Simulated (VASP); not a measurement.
Input of a VASP 6.6.1 run:

Contents of INCAR:

```
ALGO     = Normal         # electronic algorithm
EDIFF    = 1E-6           # SCF threshold, eV
ENCUT    = 520            # plane-wave cutoff, eV
GGA      = PS             # functional
ISIF     = 2              # what is computed and relaxed
ISMEAR   = 0              # smearing method
LASPH    = T              # aspherical terms in the spheres
LCHARG   = F              # write CHGCAR
LREAL    = F              # projectors in reciprocal space
LWAVE    = F              # write WAVECAR
NBANDS   = 11             # bands
NELM     = 60             # most SCF steps
PREC     = Accurate       # precision mode
SIGMA    = 0.01           # smearing width, eV
```

KPOINTS

```
k-points
0
Gamma
  10 10 10
```

The input POSCAR:

```
AlN
1.0
    2.1667926856      2.1667926856      0.0000000000
   -2.1667926856      2.1667926856      0.0000000000
    0.0000000000      2.1667926856      2.2018115573
Al N
1 1
Direct
    0.0000000000      0.0000000000      0.0000000000
    0.2500000000      0.7500000000      0.5000000000
```

Potentials or basis: VASP PAW PBE potentials, release 64 (Al, N).

Launch:

```sh
$ cat potpaw_PBE.64/Al/POTCAR potpaw_PBE.64/N/POTCAR > POTCAR
$ mpirun -np 1 vasp_std > vasp.out
```

Problem. Predict the pressure.

Solution. 2.9 GPa.

Problem. Predict the band gap on the k mesh.

Solution. 3.14 eV, indirect (least direct gap 4.18 eV).

Stress tensor (GPa, compression positive):
```
3.64 0.00 0.00
0.00 3.64 0.00
0.00 0.00 1.48
```

Caveat: the cell differs from its parent crystal (in-plane strain -0.01); the PAW data sets were made with another functional, which shifts forces and pressure a little. A k mesh can miss the band edges.
